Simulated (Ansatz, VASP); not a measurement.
## Co in VASP and in Ansatz

```xyz
2
Lattice="2.4102 0.0000 0.0000 -1.2051 2.0873 0.0000 0.0000 0.0000 3.8833" Properties=species:S:1:pos:R:3 pbc="T T T"
Co    0.0000    1.3915    0.9708
Co    1.2051    0.6958    2.9124
```

Alike in both runs: task single point; functional RPBE; k mesh 24 × 24 × 13; occupations fermi-dirac, width 0.1 eV; no spin polarisation.

|  | VASP | Ansatz |
| --- | --- | --- |
| version | VASP 6.6.1 | Ansatz 0.2.0 |
| potentials or method | VASP PAW PBE potentials, release 64 (Co), cutoff 520 eV | plane waves (420 eV) with PAW, scalar-relativistic |
| valence electrons in the cell | 18 | 34 |

Ansatz gave:

| Quantity | Value |
| --- | --- |
| pressure (GPa) | 23.4 |
| traceless stress, the component that is largest in VASP (GPa) | 0.33 |

**Question.** What did VASP give for the same quantities?

**Answer.** Pressure (GPa): 22.3; traceless stress, the component that is largest in VASP (GPa): 0.26.

VASP's potentials were made for PBE, not for RPBE. VASP's potentials hold 18 valence electrons a cell and Ansatz's 34, so a difference there can come from the potentials and not from the codes.
